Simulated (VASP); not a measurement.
# GaAs (P2_13) in VASP: single point with r2SCAN+rVV10

Aim: the single point of GaAs with r2SCAN+rVV10.

Everything below comes from runs of VASP 6.6.1. Logs are shortened: lines on timing, memory, paths and dates and some standing lists are left out, and cuts for length are marked.

### 1 The cell of the first run

It takes space group P2_13 (No. 198, cubic). Conventional cell: a = 5.313 Å, b = 5.313 Å, c = 5.313 Å, α = 90.00°, β = 90.00°, γ = 90.00°. Ga (site symmetry 3) has 6 As at 2.65 to 2.67 Å within 3.5 Å. As (site symmetry 3) has 6 Ga at 2.65 to 2.67 Å within 3.5 Å.

### 2 Single point, r2SCAN+rVV10

Input file POSCAR:

```
GaAs
1.0
    5.3131877044      0.0000000000      0.0000000000
    0.0000000000      5.3131877044      0.0000000000
    0.0000000000      0.0000000000      5.3131877044
Ga As
4 4
Direct
    0.7619638476      0.7380361524      0.2619638476
    0.7380361524      0.2619638476      0.7619638476
    0.2619638476      0.7619638476      0.7380361524
    0.2380361524      0.2380361524      0.2380361524
    0.2354030520      0.2645969480      0.7354030520
    0.2645969480      0.7354030520      0.2354030520
    0.7354030520      0.2354030520      0.2645969480
    0.7645969480      0.7645969480      0.7645969480
```

Input file INCAR.step1:

```
ALGO = Normal
EDIFF = 1E-4
ENCUT = 520
GGA = PE
ISMEAR = -1
LASPH = T
LCHARG = F
LREAL = F
LWAVE = T
NBANDS = 46
NELM = 100
PREC = Accurate
SIGMA = 0.03
```

Input file INCAR.step2:

```
ALGO = Normal
BPARAM = 11.95
CPARAM = 0.0093
EDIFF = 1E-6
ENCUT = 520
ISIF = 2
ISMEAR = -1
ISTART = 1
IVDW_NL = 2
LASPH = T
LCHARG = F
LMIXTAU = T
LREAL = F
LUSE_VDW = T
LWAVE = F
METAGGA = R2SCAN
NBANDS = 46
NELM = 100
PREC = Accurate
SIGMA = 0.03
```

Input file KPOINTS:

```
k-points
0
Gamma
  4 4 4
```

Potentials or basis: VASP PAW PBE potentials, release 64 (Ga_d, As).

Run with:

```bash
> cat potpaw_PBE.64/Ga_d/POTCAR potpaw_PBE.64/As/POTCAR > POTCAR
> cp INCAR.step1 INCAR
> mpirun -np 1 vasp_std > vasp.out
> cp INCAR.step2 INCAR
> mpirun -np 1 vasp_std > vasp.out
```

OUTCAR:

```text
BPARAM = 11.95
   EDIFF = 1E-6
   ENCUT = 520
   ISIF = 2
   ISMEAR = -1
   ISTART = 1
   IVDW_NL = 2
   LASPH = T
   LREAL = F
   METAGGA = R2SCAN
   NELM = 100
   PREC = Accurate

 ion  position               nearest neighbor table
   1  0.762  0.738  0.262-   8 2.65   7 2.65   6 2.65   8 2.67   6 2.67   7 2.67
   2  0.738  0.262  0.762-   7 2.65   5 2.65   8 2.65   7 2.67   8 2.67   5 2.67
   3  0.262  0.762  0.738-   6 2.65   5 2.65   8 2.65   6 2.67   8 2.67   5 2.67
   4  0.238  0.238  0.238-   5 2.65   6 2.65   7 2.65   5 2.67   6 2.67   7 2.67
   5  0.235  0.265  0.735-   4 2.65   3 2.65   2 2.65   4 2.67   2 2.67   3 2.67
   6  0.265  0.735  0.235-   3 2.65   1 2.65   4 2.65   3 2.67   4 2.67   1 2.67
   7  0.735  0.235  0.265-   2 2.65   1 2.65   4 2.65   2 2.67   4 2.67   1 2.67
   8  0.765  0.765  0.765-   1 2.65   2 2.65   3 2.65   1 2.67   2 2.67   3 2.67

  LATTYP: Found a simple cubic cell.
 ALAT       =     5.3131877044

  Lattice vectors:

 A1 = (   5.3131877044,   0.0000000000,   0.0000000000)
 A2 = (   0.0000000000,   5.3131877044,   0.0000000000)
 A3 = (   0.0000000000,   0.0000000000,   5.3131877044)

Analysis of symmetry for initial positions (statically):
=====================================================================
 Subroutine PRICEL returns:
 Original cell was already a primitive cell.

 Routine SETGRP: Setting up the symmetry group for a
 simple cubic supercell.

 Subroutine GETGRP returns: Found 12 space group operations
 (whereof  3 operations were pure point group operations)
 out of a pool of 48 trial point group operations.

The static configuration has the point symmetry C_3 .
 The point group associated with its full space group is T   .

Analysis of symmetry for dynamics (positions and initial velocities):
=====================================================================
 Subroutine PRICEL returns:
 Original cell was already a primitive cell.

 Routine SETGRP: Setting up the symmetry group for a
 simple cubic supercell.

 Subroutine GETGRP returns: Found 12 space group operations
 (whereof  3 operations were pure point group operations)
 out of a pool of 48 trial point group operations.

The dynamic configuration has the point symmetry C_3 .
 The point group associated with its full space group is T   .

 Subroutine INISYM returns: Found 12 space group operations
 (whereof  3 operations are pure point group operations),
 and found     1 'primitive' translations

----------------------------------------------------------------------------------------

                                     Primitive cell

  volume of cell :     149.9911

  direct lattice vectors                    reciprocal lattice vectors
     5.313187704  0.000000000  0.000000000     0.188210930  0.000000000  0.000000000
     0.000000000  5.313187704  0.000000000     0.000000000  0.188210930  0.000000000
     0.000000000  0.000000000  5.313187704     0.000000000  0.000000000  0.188210930

  length of vectors
     5.313187704  5.313187704  5.313187704     0.188210930  0.188210930  0.188210930

  position of ions in fractional coordinates (direct lattice)
     0.761963848  0.738036152  0.261963848
     0.738036152  0.261963848  0.761963848
     0.261963848  0.761963848  0.738036152
     0.238036152  0.238036152  0.238036152
     0.235403052  0.264596948  0.735403052
     0.264596948  0.735403052  0.235403052
     0.735403052  0.235403052  0.264596948
     0.764596948  0.764596948  0.764596948

  ion indices of the primitive-cell ions
   primitive index   ion index
                 1           1
                 2           2
                 3           3
                 4           4
                 5           5
                 6           6
                 7           7
                 8           8

----------------------------------------------------------------------------------------

 KPOINTS: k-points

Automatic generation of k-mesh.
 Grid dimensions read from file:
 generate k-points for:    4    4    4

 Generating k-lattice:

  Cartesian coordinates                     Fractional coordinates (reciprocal lattice)
     0.047052733  0.000000000  0.000000000     0.250000000  0.000000000  0.000000000
     0.000000000  0.047052733  0.000000000     0.000000000  0.250000000  0.000000000
     0.000000000  0.000000000  0.047052733     0.000000000  0.000000000  0.250000000

  Length of vectors
     0.047052733  0.047052733  0.047052733

  Shift w.r.t. Gamma in fractional coordinates (k-lattice)
     0.000000000  0.000000000  0.000000000

 Subroutine IBZKPT returns following result:
 ===========================================

 Found     11 irreducible k-points:

 Following reciprocal coordinates:
            Coordinates               Weight
  0.000000  0.000000  0.000000      1.000000
  0.250000  0.000000  0.000000      6.000000
  0.500000  0.000000  0.000000      3.000000
  0.250000  0.250000  0.000000     12.000000
  0.500000  0.250000  0.000000      6.000000
 -0.250000  0.500000  0.000000      6.000000
  0.500000  0.500000  0.000000      3.000000
  0.250000  0.250000  0.250000      8.000000
  0.500000  0.250000  0.250000     12.000000
  0.500000  0.500000  0.250000      6.000000
  0.500000  0.500000  0.500000      1.000000
   k-points           NKPTS =     11   k-points in BZ     NKDIM =     11   number of bands    NBANDS=     46
   number of dos      NEDOS =    301   number of ions     NIONS =      8
   total plane-waves  NPLWV =  64000
   dimension x,y,z NGX =    40 NGY =   40 NGZ =   40
   dimension x,y,z NGXF=    80 NGYF=   80 NGZF=   80
   ions per type =               4   4
   NGX,Y,Z   is equivalent  to a cutoff of  12.52, 12.52, 12.52 a.u.
   NGXF,Y,Z  is equivalent  to a cutoff of  25.03, 25.03, 25.03 a.u.
 SYSTEM =  unknown system
   PREC   = accura    normal or accurate (medium, high low for compatibility)
   ISTART =      1    job   : 0-new  1-cont  2-samecut
   ICHARG =      0    charge: 1-file 2-atom 10-const
   ISPIN  =      1    spin polarized calculation?
   LNONCOLLINEAR =      F non collinear calculations
   LSORBIT =      F    spin-orbit coupling
   LASPH  =      T    aspherical Exc in radial PAW
   ENCUT  =  520.0 eV  38.22 Ry    6.18 a.u.   9.88  9.88  9.88*2*pi/ulx,y,z
   NELM   =    100;   NELMIN=  2; NELMDL=  0     # of ELM steps
   EDIFF  = 0.1E-05   stopping-criterion for ELM
   LREAL  =      F    real-space projection
   EDIFFG = 0.1E-04   stopping-criterion for IOM
   NSW    =      0    number of steps for IOM
   IBRION =     -1    ionic relax: 0-MD 1-quasi-New 2-CG
   NFREE  =      0    steps in history (QN), initial steepest desc. (CG)
   ISIF   =      2    stress and relaxation
   ISYM   =      2    0-nonsym 1-usesym 2-fastsym
   POTIM  = 0.5000    time-step for ionic-motion
   TEBEG  =    0.0;   TEEND  =   0.0 temperature during run
   PSTRESS=    0.0 pullay stress
   NELECT =      72.0000    total number of electrons
   NUPDOWN=      -1.0000    fix difference up-down
   EMIN   =  10.00;   EMAX   =-10.00  energy-range for DOS
   EFERMI =   0.00;   METHOD = LEGACY
   ISMEAR =    -1;   SIGMA  =   0.03  broadening in eV -4-tet -1-fermi 0-gaus
   EFERMI_NEDOS =   21; number of points for ismear=-14 and -15
   IALGO  =     38    algorithm
   IMIX   =      4    mixing-type and parameters
     AMIX     =   0.40;   BMIX     =  1.00
     AMIX_MAG =   1.60;   BMIX_MAG =  1.00
  volume/ion in A,a.u.               =      18.75       126.52
  Fermi-wavevector in a.u.,A,eV,Ry     =   1.281830  2.422308 22.355579  1.643089
  Thomas-Fermi vector in A             =   2.414177
   LORBIT       =      0    0 simple, 1 ext, 2 COOP (PROOUT), +10 PAW based schemes
   METAGGA = R2SCAN    functional components
   LHFCALC =     F    Hartree Fock is set to
   AEXX    =    0.0000 exact exchange contribution
   IVDW_NL    =     2    kernel type
   BPARAM     =11.9500
   IVDW    =     0    specifies the selected vdW correction
   LEPSILON=     F    determine dielectric tensor
   LRPA    =     F    only Hartree local field effects (RPA)
 non-spin polarized calculation
  energy-cutoff  :      520.00
  volume of cell :      149.99
 maximum number of plane-waves:      4076
   NGX = 19   NGY = 19   NGZ = 19

 number of electron      71.9999971 magnetization

 Free energy of the ion-electron system (eV)
  ---------------------------------------------------
  ext. energy  EPLUGINS =         0.00000000
  ---------------------------------------------------
  free energy    TOTEN  =      -102.59693217 eV

  energy without entropy =     -102.57770773  energy(sigma->0) =     -102.58731995

 E-fermi :   5.4885     XC(G=0): -11.5850

 val. band max:        5.4450453958   @ k =   0.5000   0.5000   0.0000
 cond. band min:       5.4916262140   @ k =   0.0000   0.0000   0.0000
 fundamental gap:      0.0465808182
 Fermi energy:         5.4885205023

 k-point     1 :       0.0000    0.0000    0.0000
  band No.  band energies     occupation
      1     -10.0559      2.00000
      2     -10.0559      2.00000
      3     -10.0559      2.00000
      4      -9.8441      2.00000
      5      -9.8441      2.00000
      6      -9.8411      2.00000
[... 38 lines left out ...]
     45      13.1701      0.00000
     46      13.1701      0.00000

 k-point     2 :       0.2500    0.0000    0.0000
  band No.  band energies     occupation
      1     -10.0296      2.00000
      2     -10.0293      2.00000
      3     -10.0181      2.00000
      4      -9.8634      2.00000
      5      -9.8422      2.00000
      6      -9.8381      2.00000
[... 38 lines left out ...]
     45      11.9953      0.00000
     46      13.3292      0.00000

 k-point     3 :       0.5000    0.0000    0.0000
  band No.  band energies     occupation
      1      -9.9981      2.00000
      2      -9.9981      2.00000
      3      -9.9330      2.00000
      4      -9.9330      2.00000
      5      -9.8544      2.00000
      6      -9.8544      2.00000
[... 381 lines left out ...]
     45       9.9885      0.00000
     46       9.9886      0.00000

 k-point    11 :       0.5000    0.5000    0.5000
  band No.  band energies     occupation
      1      -9.8816      2.00000
      2      -9.8816      2.00000
      3      -9.8816      2.00000
      4      -9.8816      2.00000
      5      -9.8815      2.00000
      6      -9.8815      2.00000
[... 38 lines left out ...]
     45       8.7339      0.00000
     46       8.7339      0.00000

------------------------ aborting loop because EDIFF is reached ----------------------------------------

  FORCE on cell =-STRESS in cart. coord.  units (eV):
  Direction    XX          YY          ZZ          XY          YZ          ZX
  --------------------------------------------------------------------------------------
  -------------------------------------------------------------------------------------
  Total        0.1428341      0.1428341      0.1428341     -0.0000000      0.0000000      0.0000000
  in kB        1.5257275      1.5257275      1.5257275     -0.0000000      0.0000000      0.0000000
  external PRESSURE =       1.5257275 kB  Pullay stress =       0.0000000 kB

 VOLUME and BASIS-vectors are now :
 -----------------------------------------------------------------------------
  energy-cutoff  :      520.00
  volume of cell :      149.99
      direct lattice vectors                 reciprocal lattice vectors
     5.313187704  0.000000000  0.000000000     0.188210930  0.000000000  0.000000000
     0.000000000  5.313187704  0.000000000     0.000000000  0.188210930  0.000000000
     0.000000000  0.000000000  5.313187704     0.000000000  0.000000000  0.188210930

 POSITION                                       TOTAL-FORCE (eV/Angst)
 -----------------------------------------------------------------------------------
      4.04846      3.92132      1.39186        -0.003748      0.003748     -0.003748
      3.92132      1.39186      4.04846         0.003748     -0.003748     -0.003748
      1.39186      4.04846      3.92132        -0.003748     -0.003748      0.003748
      1.26473      1.26473      1.26473         0.003748      0.003748      0.003748
      1.25074      1.40585      3.90733        -0.001443      0.001443     -0.001443
      1.40585      3.90733      1.25074         0.001443     -0.001443     -0.001443
      3.90733      1.25074      1.40585        -0.001443     -0.001443      0.001443
      4.06245      4.06245      4.06245         0.001443      0.001443      0.001443
 -----------------------------------------------------------------------------------
    total drift:                               -0.000001     -0.000000      0.000000

  FREE ENERGIE OF THE ION-ELECTRON SYSTEM (eV)
  ---------------------------------------------------
  free  energy   TOTEN  =      -102.5969321652 eV

  energy  without entropy=     -102.5777077304  energy(sigma->0) =     -102.58731995
```

It took 4.3 min on 1 thread of Intel Xeon Platinum 8375C at 2.90GHz (Ice Lake), shared host; peak memory 0.52 GiB.

Results:

| Item | Value |
| --- | --- |
| Free energy | -102.5969 eV |
| Pressure | 0.2 GPa |
| Largest force | 0.006 eV/Å |
| Band gap on the k mesh | zero (bands 36 and 37 overlap by 0.80 eV) |

Forces in eV/Å, atoms in the order of the input:
```
Ga  -0.004  0.004 -0.004
Ga   0.004 -0.004 -0.004
Ga  -0.004 -0.004  0.004
Ga   0.004  0.004  0.004
As  -0.001  0.001 -0.001
As   0.001 -0.001 -0.001
As  -0.001 -0.001  0.001
As   0.001  0.001  0.001
```

Caveat: semilocal functionals underestimate gaps, and a narrow one can read as zero; the PAW data sets were made with another functional, which shifts forces and pressure a little.

The gap in the log of VASP goes by the Fermi energy; the results here count the filled bands.